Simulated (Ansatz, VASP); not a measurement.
# One calculation of Ti, two programs

```
Ti
1.0
     4.56802    0.00000    0.00000
    -2.28401    3.95602    0.00000
     0.00000    0.00000    2.76807
Ti
3
Cartesian
  0.0000 0.0000 0.0000
  0.0000 2.6373 1.3840
  2.2840 1.3187 1.3840
```

Change from the starting cell: strain along c alone, the other axes held, atoms relaxed: -2.0 %.

Alike in both runs: task single point; functional r2SCAN; k mesh 12 × 12 × 18; occupations gaussian, width 0.1 eV; no spin polarisation.

|  | VASP | Ansatz |
| --- | --- | --- |
| version | VASP 6.6.1 | Ansatz 0.2.0 |
| potentials or method | VASP PAW PBE potentials, release 64 (Ti_sv), cutoff 520 eV | scalar-relativistic, plane waves, PAW |
| valence electrons in the cell | 36 | 36 |

Ansatz gave:

```
gap on the k mesh at the Fermi level (eV)                     : none
pressure (GPa)                                                : 2.6
traceless stress, the component that is largest in VASP (GPa) : 3.07
```

**Question.** Which values does VASP return?

**Answer.** gap on the k mesh at the Fermi level (eV): none; pressure (GPa): 3.1; traceless stress, the component that is largest in VASP (GPa): 3.05.

VASP's potentials were made for PBE, not for r2SCAN. A gap of «none» marks a metal or a gap that the smearing closes.
